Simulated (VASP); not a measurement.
Write the native input for VASP 6.6.1 that does the following.

```yaml
Task: single point
Functional: PBE
Potentials_or_basis: VASP PAW PBE potentials, release 64 (I)
Cutoff: 520 eV
k_mesh: 6 × 6 × 4
Occupations: gaussian, width 0.1 eV
Spin: no spin polarisation
Dipole_correction: no
Further_INCAR_settings: ALGO = Normal; EDIFF = 1e-06; NBANDS = 14
```

The structure of I lies in POSCAR:

```
I
1.0
    4.1804433108     -2.1846680461      0.0000000000
    4.1804433108      2.1846680461      0.0000000000
   -3.5888472110      0.0000000000      5.4330453994
I
2
Direct
    0.6297787806      0.6297787806      0.2576039992
    0.3702212194      0.3702212194      0.7423960008
```

The input as run:

INCAR

```
PREC = Accurate
ENCUT = 520
EDIFF = 1E-6
ISMEAR = 0
SIGMA = 0.1
LREAL = False
LASPH = True
NELM = 100
ALGO = Normal
ISIF = 2
LWAVE = False
LCHARG = False
GGA = PE
NBANDS = 14
```

KPOINTS

```
regular mesh
0
Gamma
  6 6 4
```

Potentials or basis: VASP PAW PBE potentials, release 64 (I).

The run is started by

```sh
$ cat potpaw_PBE.64/I/POTCAR > POTCAR
$ mpirun -np 1 vasp_std > vasp.out
```

It gave:

| Quantity | Value |
| --- | --- |
| Pressure | 0.0 GPa |
| Largest force | 0.024 eV/Å |
| Band gap on the k mesh | 0.13 eV, indirect (least direct gap 0.28 eV) |

Caveat: spin-orbit coupling is left out, which moves the levels of the heavy elements.

Run time: 78 s on 1 thread of AMD EPYC 7R43 64-Core Processor (Zen 3) (shared host), peak memory 0.21 GiB.
